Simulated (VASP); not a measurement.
Input of a VASP 6.6.1 run:

File INCAR:

```
  PREC = Accurate
  ENCUT = 520
  EDIFF = 1E-7
  ISMEAR = 0
  SIGMA = 0.01
  LREAL = F
  LASPH = T
  NELM = 100
  ALGO = Normal
  ISIF = 2
  LWAVE = F
  LCHARG = T
  LELF = T
  LVHAR = T
  NBANDS = 16
```

Contents of KPOINTS:

```
Automatic mesh
0
Gamma
  8 8 8
```

File POSCAR:

```
InP
1.0
    2.9282276557      2.9282276557      0.0000000000
   -2.9282276557      2.9282276557      0.0000000000
    0.0000000000      2.9282276557      2.9049183808
In P
1 1
Direct
    0.0000000000      0.0000000000      0.0000000000
    0.7500000000      0.2500000000      0.5000000000
```

Potentials or basis: VASP PAW LDA potentials, release 64 (In_d, P).

Command:

```sh
$ cat potpaw_LDA.64/In_d/POTCAR potpaw_LDA.64/P/POTCAR > POTCAR
$ mpirun -np 1 vasp_std > vasp.out
```

Question: What does it give for the pressure?

Answer: -0.5 GPa.

Question: Predict the band gap on the k mesh.

Answer: 0.54 eV, direct.

Stress tensor (GPa, compression positive):
```
-0.61  0.00  0.00
 0.00 -0.61  0.00
 0.00  0.00 -0.26
```

Caveat: the cell differs from its parent crystal (in-plane strain +0.005); spin-orbit coupling is left out, which moves the levels of the heavy elements.
